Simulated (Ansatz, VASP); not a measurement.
PbF2 in VASP and in Ansatz

Contents of INCAR:

```
PREC = Accurate ; ENCUT = 600
EDIFF = 1E-6 ; ISMEAR = -1
SIGMA = 0.05 ; LREAL = False
LASPH = True ; NELM = 120
ALGO = Normal ; ISIF = 2
LWAVE = False ; LCHARG = False
GGA = CA ; NBANDS = 21
GGA_COMPAT = False
```

File KPOINTS:

```
regular mesh
0
Gamma
  8 8 8
```

POSCAR

```
PbF2
1.0
    0.0000000000      2.9636600000      2.9636600000
    2.9636600000      0.0000000000      2.9636600000
    2.9636600000      2.9636600000      0.0000000000
Pb F
1 2
Direct
    0.0000000000      0.0000000000      0.0000000000
    0.7500000000      0.7500000000      0.7500000000
    0.2500000000      0.2500000000      0.2500000000
```

File input.yaml:

```yaml
crystal:
  lattice:
    - [0.0, 2.96366, 2.96366]
    - [2.96366, 0.0, 2.96366]
    - [2.96366, 2.96366, 0.0]
  atoms:
    - { symbol: Pb, position: [0.0, 0.0, 0.0] }
    - { symbol: F, position: [0.75, 0.75, 0.75] }
    - { symbol: F, position: [0.25, 0.25, 0.25] }
kpoints:
  mp_grid: { grid: [8, 8, 8] }
scf:
  occupations: { method: fermi_dirac, width: 0.05 }
hamiltonian:
  xc: lda
  pseudopotentials: { kind: all_electron, lapw: { basis_error: 0.002 } }
output:
  forces: true
  stress: true
  eigenvalues: true
```

Alike in both runs: task single point; functional LDA; k mesh 8 × 8 × 8; occupations fermi-dirac, width 0.05 eV; no spin polarisation.

```csv
,VASP,Ansatz
version,VASP 6.6.1,Ansatz 0.2.0
potentials or method,"VASP PAW LDA potentials, release 64 (Pb_d, F), cutoff 600 eV","all-electron LAPW, scalar-relativistic"
```

Ansatz gave:

```
gap on the k mesh at the Fermi level (eV) : 4.25
least direct gap on the mesh (eV)         : 4.41
pressure (GPa)                            : -4.5
```

Problem. Estimate VASP's values.

Solution. gap on the k mesh at the Fermi level (eV): 4.22; least direct gap on the mesh (eV): 4.38; pressure (GPa): -4.6.

LDA's correlation is that of Perdew and Zunger in VASP and of Perdew and Wang (1992) in Ansatz. Ansatz ran all-electron here, and VASP with PAW potentials.

Neither program's run includes spin-orbit coupling.
